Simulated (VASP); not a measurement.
Set up this calculation in VASP 6.6.1, as the native input.

```
Task                   : single point
Functional             : PBE
Dispersion             : D3(BJ)
Potentials or basis    : VASP PAW PBE potentials, release 64 (Cu, I)
Cutoff                 : 520 eV
k mesh                 : 8 × 8 × 6
Occupations            : gaussian, width 0.02 eV
Spin                   : no spin polarisation
Dipole correction      : no
Further INCAR settings : ALGO = Normal; EDIFF = 1e-06; NBANDS = 26
```

The structure of CuI lies in POSCAR:

```
CuI
1.0
    3.8997857931      0.0000000000      0.0000000000
    0.0000000000      3.8997857931      0.0000000000
    0.0000000000      0.0000000000      5.8223301507
Cu I
2 2
Direct
    0.5000000000      0.5000000000      0.0000000000
    0.0000000000      0.0000000000      0.0000000000
    0.5000000000      0.0000000000      0.2963698273
    0.0000000000      0.5000000000      0.7036301727
```

This cell differs from its parent crystal: volume scaled by 0.88, then relaxed in part.

The input as run:

INCAR

```
SYSTEM = CuI
ALGO = Normal
EDIFF = 1E-6
ENCUT = 520
GGA = PE
ISIF = 2
ISMEAR = 0
IVDW = 12
LASPH = .TRUE.
LCHARG = .TRUE.
LELF = .TRUE.
LREAL = .FALSE.
LVHAR = .TRUE.
LWAVE = .FALSE.
NBANDS = 26
NELM = 100
PREC = Accurate
SIGMA = 0.02
```

KPOINTS

```
k-points
0
G
  8 8 6
  0 0 0
```

Potentials or basis: VASP PAW PBE potentials, release 64 (Cu, I).

Launch:

```bash
$ cat potpaw_PBE.64/Cu/POTCAR potpaw_PBE.64/I/POTCAR > POTCAR
$ mpirun -np 1 vasp_std > vasp.out
```

Results of the run:

| Item | Value |
| --- | --- |
| Pressure | 4.9 GPa |
| Largest force | 0.003 eV/Å |
| Band gap on the k mesh | 1.53 eV, direct |
| Dispersion energy per atom | -0.436 eV |

Caveat: spin-orbit coupling is left out, which moves the levels of the heavy elements.

Run time: 2 min on 1 thread of Intel(R) Xeon(R) Platinum 8488C (Sapphire Rapids), on a shared host, peak memory 0.28 GiB.
